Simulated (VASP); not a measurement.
Input of a VASP 6.6.1 run:

INCAR

```
SYSTEM = AlCo
ALGO = Normal ; EDIFF = 1E-6
ENCUT = 520 ; GGA = PS
ISIF = 2 ; ISMEAR = 0
LASPH = .True. ; LCHARG = .False.
LREAL = .False. ; LWAVE = .False.
NBANDS = 13 ; NELM = 60
PREC = Accurate ; SIGMA = 0.15
```

KPOINTS

```
k-points
0
Gamma
  16 16 16
  0 0 0
```

POSCAR

```
AlCo
1.0
    3.0449554668      0.0000000000      0.0000000000
    0.0000000000      3.0449554668      0.0000000000
    0.0000000000      0.0000000000      2.9321793384
Al Co
1 1
Direct
    0.0000000000      0.0000000000      0.0000000000
    0.5000000000      0.5000000000      0.5000000000
```

Potentials or basis: VASP PAW PBE potentials, release 64 (Al, Co).

Command:

```sh
$ cat potpaw_PBE.64/Al/POTCAR potpaw_PBE.64/Co/POTCAR > POTCAR
$ mpirun -np 1 vasp_std > vasp.out
```

Question: Estimate the band gap on the k mesh.

Answer: Zero (bands 6 and 7 overlap by 2.63 eV).

Question: Predict the pressure.

Answer: -24.1 GPa.

Stress tensor (GPa, compression positive):
```
-25.45   0.00   0.00
  0.00 -25.45   0.00
  0.00   0.00 -21.41
```

Caveat: the cell differs from its parent crystal (strain +0.080 along x and y, +0.040 along z); the cell stands under tension; the PAW data sets were made with another functional, which shifts forces and pressure a little; the run has no spin polarisation, though such a crystal can be magnetic. Spin polarisation is off, so any magnetic state and its effect on volume and gap are missing.
